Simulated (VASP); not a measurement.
# Cs (P6_3/mmc) in VASP: further runs

Cs is run at these levels: PBEsol; tasks: single point.

All numbers are computed with VASP 6.6.1; they aren't measurements. Logs are shortened: lines on timing, memory, paths and dates and some standing lists are left out, and cuts for length are marked.

## 1. The cell of the first run

It takes space group P6_3/mmc (No. 194, hexagonal). Conventional cell: a = 5.525 Å, b = 5.525 Å, c = 18.046 Å, α = 90.00°, β = 90.00°, γ = 120.00°.

This isn't the form of Cs at room conditions, which is bcc.

## 2. Single point, PBEsol (119.28 Å³/atom)

Contents of INCAR:

```
ALGO     = Normal         # electronic algorithm
EDIFF    = 1E-7           # SCF threshold, eV
ENCUT    = 520            # plane-wave cutoff, eV
GGA      = PS             # functional
ISIF     = 2              # what is computed and relaxed
ISMEAR   = -1             # smearing method
LASPH    = True           # aspherical terms in the spheres
LCHARG   = False          # write CHGCAR
LREAL    = False          # projectors in reciprocal space
LWAVE    = False          # write WAVECAR
NBANDS   = 26             # bands
NELM     = 100            # most SCF steps
PREC     = Accurate       # precision mode
SIGMA    = 0.1            # smearing width, eV
```

Contents of KPOINTS:

```
k-points
0
Gamma
  8 8 2
```

Contents of POSCAR:

```
Cs
1.0
    5.5254198669      0.0000000000      0.0000000000
   -2.7627099335      4.7851539713      0.0000000000
    0.0000000000      0.0000000000     18.0460212853
Cs
4
Direct
    0.0000000000      0.0000000000      0.0000000000
    0.0000000000      0.0000000000      0.5000000000
    0.3333333333      0.6666666667      0.2500000000
    0.6666666667      0.3333333333      0.7500000000
```

Potentials or basis: VASP PAW PBE potentials, release 64 (Cs_sv).

Command:

```console
$ cat potpaw_PBE.64/Cs_sv/POTCAR > POTCAR
$ mpirun -np 1 vasp_std > vasp.out
```

OUTCAR:

```text
EDIFF = 1E-7
   ENCUT = 520
   GGA = PS
   ISIF = 2
   ISMEAR = -1
   LASPH = True
   LREAL = False
   NELM = 100
   PREC = Accurate

 ion  position               nearest neighbor table
   1  0.000  0.000  0.000-
   2  0.000  0.000  0.500-
   3  0.333  0.667  0.250-
   4  0.667  0.333  0.750-

  LATTYP: Found a hexagonal cell.
 ALAT       =     5.5254198669
 C/A-ratio  =     3.2660000000

  Lattice vectors:

 A1 = (   5.5254198669,   0.0000000000,   0.0000000000)
 A2 = (  -2.7627099335,   4.7851539713,   0.0000000000)
 A3 = (   0.0000000000,   0.0000000000,  18.0460212853)

Analysis of symmetry for initial positions (statically):
=====================================================================
 Subroutine PRICEL returns:
 Original cell was already a primitive cell.

 Routine SETGRP: Setting up the symmetry group for a
 hexagonal supercell.

 Subroutine GETGRP returns: Found 24 space group operations
 (whereof 12 operations were pure point group operations)
 out of a pool of 24 trial point group operations.

The static configuration has the point symmetry D_3d.
 The point group associated with its full space group is D_6h.

Analysis of symmetry for dynamics (positions and initial velocities):
=====================================================================
 Subroutine PRICEL returns:
 Original cell was already a primitive cell.

 Routine SETGRP: Setting up the symmetry group for a
 hexagonal supercell.

 Subroutine GETGRP returns: Found 24 space group operations
 (whereof 12 operations were pure point group operations)
 out of a pool of 24 trial point group operations.

The dynamic configuration has the point symmetry D_3d.
 The point group associated with its full space group is D_6h.

 Subroutine INISYM returns: Found 24 space group operations
 (whereof 12 operations are pure point group operations),
 and found     1 'primitive' translations

----------------------------------------------------------------------------------------

                                     Primitive cell

  volume of cell :     477.1365

  direct lattice vectors                    reciprocal lattice vectors
     5.525419867  0.000000000  0.000000000     0.180981722  0.104489846  0.000000000
    -2.762709934  4.785153971  0.000000000     0.000000000  0.208979691  0.000000000
     0.000000000  0.000000000 18.046021285     0.000000000  0.000000000  0.055413877

  length of vectors
     5.525419867  5.525419867 18.046021285     0.208979691  0.208979691  0.055413877

  position of ions in fractional coordinates (direct lattice)
     0.000000000  0.000000000  0.000000000
     0.000000000  0.000000000  0.500000000
     0.333333333  0.666666667  0.250000000
     0.666666667  0.333333333  0.750000000

  ion indices of the primitive-cell ions
   primitive index   ion index
                 1           1
                 2           2
                 3           3
                 4           4

----------------------------------------------------------------------------------------

 KPOINTS: k-points

Automatic generation of k-mesh.
 Grid dimensions read from file:
 generate k-points for:    8    8    2

 Generating k-lattice:

  Cartesian coordinates                     Fractional coordinates (reciprocal lattice)
     0.022622715  0.013061231  0.000000000     0.125000000  0.000000000  0.000000000
     0.000000000  0.026122461  0.000000000     0.000000000  0.125000000  0.000000000
     0.000000000  0.000000000  0.027706938     0.000000000  0.000000000  0.500000000

  Length of vectors
     0.026122461  0.026122461  0.027706938

  Shift w.r.t. Gamma in fractional coordinates (k-lattice)
     0.000000000  0.000000000  0.000000000

 Subroutine IBZKPT returns following result:
 ===========================================

 Found     20 irreducible k-points:

 Following reciprocal coordinates:
            Coordinates               Weight
  0.000000  0.000000  0.000000      1.000000
  0.125000  0.000000  0.000000      6.000000
  0.250000  0.000000  0.000000      6.000000
  0.375000 -0.000000  0.000000      6.000000
  0.500000  0.000000  0.000000      3.000000
  0.125000  0.125000  0.000000      6.000000
[... 12 lines left out ...]
  0.250000  0.250000  0.500000      6.000000
  0.375000  0.250000  0.500000      6.000000
   k-points           NKPTS =     20   k-points in BZ     NKDIM =     20   number of bands    NBANDS=     26
   number of dos      NEDOS =    301   number of ions     NIONS =      4
   total plane-waves  NPLWV = 246960
   dimension x,y,z NGX =    42 NGY =   42 NGZ =  140
   dimension x,y,z NGXF=    84 NGYF=   84 NGZF=  280
   ions per type =               4
   NGX,Y,Z   is equivalent  to a cutoff of  12.64, 12.64, 12.90 a.u.
   NGXF,Y,Z  is equivalent  to a cutoff of  25.27, 25.27, 25.79 a.u.
 SYSTEM =  unknown system
   PREC   = accura    normal or accurate (medium, high low for compatibility)
   ISTART =      0    job   : 0-new  1-cont  2-samecut
   ICHARG =      2    charge: 1-file 2-atom 10-const
   ISPIN  =      1    spin polarized calculation?
   LNONCOLLINEAR =      F non collinear calculations
   LSORBIT =      F    spin-orbit coupling
   LASPH  =      T    aspherical Exc in radial PAW
   ENCUT  =  520.0 eV  38.22 Ry    6.18 a.u.  10.27 10.27 33.55*2*pi/ulx,y,z
   NELM   =    100;   NELMIN=  2; NELMDL= -5     # of ELM steps
   EDIFF  = 0.1E-06   stopping-criterion for ELM
   LREAL  =      F    real-space projection
   EDIFFG = 0.1E-05   stopping-criterion for IOM
   NSW    =      0    number of steps for IOM
   IBRION =     -1    ionic relax: 0-MD 1-quasi-New 2-CG
   NFREE  =      0    steps in history (QN), initial steepest desc. (CG)
   ISIF   =      2    stress and relaxation
   ISYM   =      2    0-nonsym 1-usesym 2-fastsym
   POTIM  = 0.5000    time-step for ionic-motion
   TEBEG  =    0.0;   TEEND  =   0.0 temperature during run
   PSTRESS=    0.0 pullay stress
   NELECT =      36.0000    total number of electrons
   NUPDOWN=      -1.0000    fix difference up-down
   EMIN   =  10.00;   EMAX   =-10.00  energy-range for DOS
   EFERMI =   0.00;   METHOD = LEGACY
   ISMEAR =    -1;   SIGMA  =   0.10  broadening in eV -4-tet -1-fermi 0-gaus
   EFERMI_NEDOS =   21; number of points for ismear=-14 and -15
   IALGO  =     38    algorithm
   IMIX   =      4    mixing-type and parameters
     AMIX     =   0.40;   BMIX     =  1.00
     AMIX_MAG =   1.60;   BMIX_MAG =  1.00
  volume/ion in A,a.u.               =     119.28       804.97
  Fermi-wavevector in a.u.,A,eV,Ry     =   0.691770  1.307255  6.511002  0.478545
  Thomas-Fermi vector in A             =   1.773514
   LORBIT       =      0    0 simple, 1 ext, 2 COOP (PROOUT), +10 PAW based schemes
   GGA     = PS    functional components
   LHFCALC =     F    Hartree Fock is set to
   AEXX    =    0.0000 exact exchange contribution
   IVDW    =     0    specifies the selected vdW correction
   LEPSILON=     F    determine dielectric tensor
   LRPA    =     F    only Hartree local field effects (RPA)
 non-spin polarized calculation
  energy-cutoff  :      520.00
  volume of cell :      477.14
 maximum number of plane-waves:     12896
 NGX is ok and might be reduce to    42
   NGX = 21   NGY = 21   NGZ = 67

 number of electron      36.0000005 magnetization

 Free energy of the ion-electron system (eV)
  ---------------------------------------------------
  ext. energy  EPLUGINS =         0.00000000
  ---------------------------------------------------
  free energy    TOTEN  =        -3.83006468 eV

  energy without entropy =       -3.66703214  energy(sigma->0) =       -3.74854841

 E-fermi :   0.2724     XC(G=0):  -5.3811

 val. band max:        0.2660988012   @ k =   0.5000   0.0000   0.0000
 cond. band min:       0.2893115666   @ k =   0.2500   0.0000   0.5000
 fundamental gap:      0.0232127654
 Fermi energy:         0.2724453988

 k-point     1 :       0.0000    0.0000    0.0000
  band No.  band energies     occupation
      1     -23.5760      2.00000
      2     -23.5737      2.00000
      3     -23.5732      2.00000
      4     -23.5709      2.00000
      5     -10.4222      2.00000
      6     -10.3636      2.00000
[... 18 lines left out ...]
     25       2.6172      0.00000
     26       2.6679      0.00000

 k-point     2 :       0.1250    0.0000    0.0000
  band No.  band energies     occupation
      1     -23.5753      2.00000
      2     -23.5732      2.00000
      3     -23.5727      2.00000
      4     -23.5706      2.00000
      5     -10.4164      2.00000
      6     -10.3657      2.00000
[... 18 lines left out ...]
     25       2.3935      0.00000
     26       2.4212      0.00000

 k-point     3 :       0.2500    0.0000    0.0000
  band No.  band energies     occupation
      1     -23.5737      2.00000
      2     -23.5720      2.00000
      3     -23.5715      2.00000
      4     -23.5699      2.00000
      5     -10.4013      2.00000
      6     -10.3809      2.00000
[... 18 lines left out ...]
     25       1.9228      0.00000
     26       1.9630      0.00000

 k-point     4 :       0.3750   -0.0000    0.0000
  band No.  band energies     occupation
      1     -23.5718      2.00000
      2     -23.5709      2.00000
      3     -23.5703      2.00000
      4     -23.5693      2.00000
      5     -10.4085      2.00000
      6     -10.4075      2.00000
[... 18 lines left out ...]
     25       1.7899      0.00000
     26       1.8450      0.00000
[... 380 lines left out ...]
      1     -23.5707      2.00000
      2     -23.5707      2.00000
      3     -23.5694      2.00000
      4     -23.5694      2.00000
      5     -10.4084      2.00000
      6     -10.4084      2.00000
[... 18 lines left out ...]
     25       1.7111      0.00000
     26       1.7111      0.00000

 k-point    19 :       0.2500    0.2500    0.5000
  band No.  band energies     occupation
      1     -23.5707      2.00000
      2     -23.5707      2.00000
      3     -23.5694      2.00000
      4     -23.5694      2.00000
      5     -10.3969      2.00000
      6     -10.3969      2.00000
[... 18 lines left out ...]
     25       1.7692      0.00000
     26       1.7694      0.00000

 k-point    20 :       0.3750    0.2500    0.5000
  band No.  band energies     occupation
      1     -23.5701      2.00000
      2     -23.5701      2.00000
      3     -23.5694      2.00000
      4     -23.5694      2.00000
      5     -10.4001      2.00000
      6     -10.4001      2.00000
[... 18 lines left out ...]
     25       1.5755      0.00000
     26       1.5755      0.00000

------------------------ aborting loop because EDIFF is reached ----------------------------------------

  FORCE on cell =-STRESS in cart. coord.  units (eV):
  Direction    XX          YY          ZZ          XY          YZ          ZX
  --------------------------------------------------------------------------------------
  -------------------------------------------------------------------------------------
  Total       -0.4673952     -0.4673952     -0.5001444      0.0000000      0.0000000      0.0000000
  in kB       -1.5694669     -1.5694669     -1.6794354      0.0000000      0.0000000      0.0000000
  external PRESSURE =      -1.6061231 kB  Pullay stress =       0.0000000 kB

 VOLUME and BASIS-vectors are now :
 -----------------------------------------------------------------------------
  energy-cutoff  :      520.00
  volume of cell :      477.14
      direct lattice vectors                 reciprocal lattice vectors
     5.525419867  0.000000000  0.000000000     0.180981722  0.104489846  0.000000000
    -2.762709934  4.785153971  0.000000000     0.000000000  0.208979691  0.000000000
     0.000000000  0.000000000 18.046021285     0.000000000  0.000000000  0.055413877

 POSITION                                       TOTAL-FORCE (eV/Angst)
 -----------------------------------------------------------------------------------
      0.00000      0.00000      0.00000         0.000000      0.000000      0.000000
      0.00000      0.00000      9.02301         0.000000      0.000000      0.000000
     -0.00000      3.19010      4.51151        -0.000000     -0.000000      0.000000
      2.76271      1.59505     13.53452         0.000000      0.000000     -0.000000
 -----------------------------------------------------------------------------------
    total drift:                               -0.000000      0.000000     -0.000000

  FREE ENERGIE OF THE ION-ELECTRON SYSTEM (eV)
  ---------------------------------------------------
  free  energy   TOTEN  =        -3.8300646809 eV

  energy  without entropy=       -3.6670321415  energy(sigma->0) =       -3.74854841
```

Wall time 1.8 min (1 thread of Intel Xeon 6975P-C (Granite Rapids), shared host); peak memory 0.63 GiB.

Results:

- Free energy: -3.8301 eV
- Pressure: -0.2 GPa
- Band gap on the k mesh: zero (bands 18 and 19 overlap by 1.53 eV)

Caveat: the PAW data sets were made with another functional, which shifts forces and pressure a little; spin-orbit coupling is left out, which moves the levels of the heavy elements.

## 3. Single point, PBEsol (123.70 Å³/atom)

This run uses another cell than the first one, of 123.70 Å³/atom.

Contents of INCAR:

```
PREC = Accurate
ENCUT = 520
EDIFF = 1E-6
ISMEAR = -1
SIGMA = 0.1
LREAL = False
LASPH = True
NELM = 60
ALGO = Normal
ISIF = 2
LWAVE = False
LCHARG = False
GGA = PS
NBANDS = 26
```

Contents of KPOINTS:

```
regular mesh
0
Gamma
  8 8 2
```

Contents of POSCAR:

```
Cs
1.0
    5.5928096776      0.0000000000      0.0000000000
   -2.7964048388      4.8435152594      0.0000000000
    0.0000000000      0.0000000000     18.2661164070
Cs
4
Direct
    0.0000000000      0.0000000000      0.0000000000
    0.0000000000      0.0000000000      0.5000000000
    0.3333333333      0.6666666667      0.2500000000
    0.6666666667      0.3333333333      0.7500000000
```

Potentials or basis: VASP PAW PBE potentials, release 64 (Cs_sv).

Command:

```console
$ cat potpaw_PBE.64/Cs_sv/POTCAR > POTCAR
$ mpirun -np 1 vasp_std > vasp.out
```

Run time: 93 s. Hardware: 1 thread of Intel Xeon 6975P-C (Granite Rapids), shared host; peak memory 0.59 GiB.

The run converged. Its results:

- Free energy: -3.8102 eV
- Pressure: -0.2 GPa
- Band gap on the k mesh: zero (bands 18 and 19 overlap by 1.50 eV)

Levels at points of the mesh, in eV from the Fermi level:
| k point | band 16 | band 17 | band 18 | band 19 | band 20 | band 21 |
| --- | --- | --- | --- | --- | --- | --- |
| (0.00, 0.00, 0.00) | -10.60 | -1.59 | -1.02 | -1.02 | 0.00 | 0.72 |
| (0.50, 0.00, 0.00) | -10.62 | 0.00 | 0.21 | 0.21 | 0.34 | 0.77 |
| (0.00, 0.00, 0.50) | -10.60 | -1.44 | -1.44 | -0.43 | -0.43 | 1.09 |
| (0.50, 0.00, 0.50) | -10.62 | 0.07 | 0.07 | 0.31 | 0.31 | 0.80 |

Caveat: the PAW data sets were made with another functional, which shifts forces and pressure a little; spin-orbit coupling is left out, which moves the levels of the heavy elements.

## 4. Single point, PBEsol

This run uses another cell than the first one, of 110.45 Å³/atom.

Contents of INCAR:

```
PREC     = Accurate       # precision mode
ENCUT    = 520            # plane-wave cutoff, eV
EDIFF    = 1E-6           # SCF threshold, eV
ISMEAR   = -1             # smearing method
SIGMA    = 0.1            # smearing width, eV
LREAL    = False          # projectors in reciprocal space
LASPH    = True           # aspherical terms in the spheres
NELM     = 80             # most SCF steps
ALGO     = Normal         # electronic algorithm
ISIF     = 2              # what is computed and relaxed
LWAVE    = False          # write WAVECAR
LCHARG   = False          # write CHGCAR
GGA      = PS             # functional
NBANDS   = 26             # bands
```

Contents of KPOINTS:

```
Automatic mesh
0
Gamma
  9 9 3
```

Contents of POSCAR:

```
Cs
1.0
    5.3854752340      0.0000000000      0.0000000000
   -2.6927376170      4.6639583641      0.0000000000
    0.0000000000      0.0000000000     17.5889621141
Cs
4
Direct
    0.0000000000      0.0000000000      0.0000000000
    0.0000000000      0.0000000000      0.5000000000
    0.3333333333      0.6666666667      0.2500000000
    0.6666666667      0.3333333333      0.7500000000
```

Command:

```console
$ cat potpaw_PBE.64/Cs_sv/POTCAR > POTCAR
$ mpirun -np 1 vasp_std > vasp.out
```

Wall time 99 s (1 thread of Intel Xeon 6975P-C (Granite Rapids), shared host); peak memory 0.58 GiB.

Results (log left out):

- Free energy: -3.8533 eV
- Pressure: 0.0 GPa
- Band gap on the k mesh: zero (bands 18 and 19 overlap by 1.75 eV)

Levels at points of the mesh, in eV from the Fermi level:
| k point | band 15 | band 16 | band 17 | band 18 | band 19 | band 20 | band 21 | band 22 |
| --- | --- | --- | --- | --- | --- | --- | --- | --- |
| (0.00, 0.00, 0.00) | -10.53 | -10.53 | -1.72 | -1.09 | -1.09 | -0.05 | 0.81 | 1.64 |

Caveat: the PAW data sets were made with another functional, which shifts forces and pressure a little; spin-orbit coupling is left out, which moves the levels of the heavy elements.

## 5. Summary

```tsv
cell	k mesh	gap on the mesh (eV)	pressure (GPa)
a = 5.525, b = 5.525, c = 18.046 Å, angles 90.0, 90.0, 120.0°, 4 atoms	8 × 8 × 2	none	-0.2
a = 5.593, b = 5.593, c = 18.266 Å, angles 90.0, 90.0, 120.0°, 4 atoms	8 × 8 × 2	none	-0.2
a = 5.385, b = 5.385, c = 17.589 Å, angles 90.0, 90.0, 120.0°, 4 atoms	9 × 9 × 3	none	0.0
```

Alike in all rows: task single point; level PBEsol; potentials or basis VASP PAW PBE potentials, release 64 (Cs_sv); no spin polarisation; cutoff (eV) 520; smearing fermi-dirac 0.1 eV.

Caveats: the PAW data sets were made with another functional, which shifts forces and pressure a little; spin-orbit coupling is left out, which moves the levels of the heavy elements.

Absolute energies hang on the potentials; compare differences alone.

The gap in the log of VASP goes by the Fermi energy; the results here count the filled bands.